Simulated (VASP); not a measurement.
Set up this calculation in VASP 6.6.1, as the native input.

```yaml
Task: single point
Functional: PBEsol
Potentials_or_basis: VASP PAW PBE potentials, release 64 (Au)
Cutoff: 500 eV
k_mesh: 12 × 12 × 14
Occupations: gaussian, width 0.1 eV
Spin: no spin polarisation
Dipole_correction: no
Further_INCAR_settings: ALGO = Normal; EDIFF = 1e-06; NBANDS = 12
```

The structure of Au lies in POSCAR:

```
Au
1.0
    2.8269323728     -0.0000430418      0.0205305124
   -1.4135034616      2.4482598122      0.0000000000
    1.4310192383      0.8261993425      2.4365703225
Au
1
Direct
    0.0000000000      0.0000000000      0.0000000000
```

These files were run (other wordings do the same):

INCAR

```
ALGO = Normal ; EDIFF = 1E-6
ENCUT = 500 ; GGA = PS
GGA_COMPAT = F ; ISIF = 2
ISMEAR = 0 ; LASPH = T
LCHARG = F ; LREAL = F
LWAVE = F ; NBANDS = 12
NELM = 120 ; PREC = Accurate
SIGMA = 0.1
```

KPOINTS

```
k-points
0
Gamma
  12 12 14
```

Potentials or basis: VASP PAW PBE potentials, release 64 (Au).

Command:

```console
$ cat potpaw_PBE.64/Au/POTCAR > POTCAR
$ mpirun -np 1 vasp_std > vasp.out
```

It gave:

* Pressure: 2.7 GPa
* Band gap on the k mesh: zero (an odd number of electrons rules out a gap without spin polarisation)

Caveat: the PAW data sets were made with another functional, which shifts forces and pressure a little; spin-orbit coupling is left out, which moves the levels of the heavy elements.

Run time: 98 s on 1 thread of Intel Xeon 8259CL (shared host), peak memory 0.23 GiB.
